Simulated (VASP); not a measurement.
The system is NaCl.

```
CELL_PARAMETERS angstrom
0.00000 2.79406 2.79406
2.79406 0.00000 2.79406
2.79406 2.79406 0.00000
ATOMIC_POSITIONS crystal
Cl 0.50000 0.50000 0.50000
Na 0.00000 0.00000 0.00000
```

```yaml
Program: VASP 6.6.1
Task: relaxation of cell and atoms
Functional: HF
Potentials_or_basis: VASP PAW PBE potentials, release 64 (Cl, Na_pv)
Cutoff: 600 eV
k_mesh: 4 × 4 × 4
Occupations: fermi-dirac, width 0.05 eV
Spin: no spin polarisation
```

At the start: pressure 2.7 GPa; volume 21.81 Å³/atom.

**Question.** Where does the relaxation end?

**Answer.** Over 3 steps the energy falls by 16.5 meV/atom and the volume is 24.03 Å³/atom (+10.2 %); space group Fm-3m (No. 225, to 0.05 Å).

The path:
```
step  energy change (eV)  largest force (eV/Å)  pressure (GPa)  volume (Å³)
   1              0.0000                0.0000            2.66        43.63
   2             -0.0266                0.0000            1.07        45.95
   3             -0.0329                0.0000           -0.06        48.07
```

Final structure:
```
Cl Na
1.0
     0.00000    2.88580    2.88580
     2.88580    0.00000    2.88580
     2.88580    2.88580    0.00000
Cl Na
1 1
Cartesian
  2.8858 2.8858 2.8858
  0.0000 0.0000 0.0000
```

Caveat: the k points lie up to 0.47 Å⁻¹ apart in the final cell; the PAW data sets were made with another functional, which shifts forces and pressure a little.
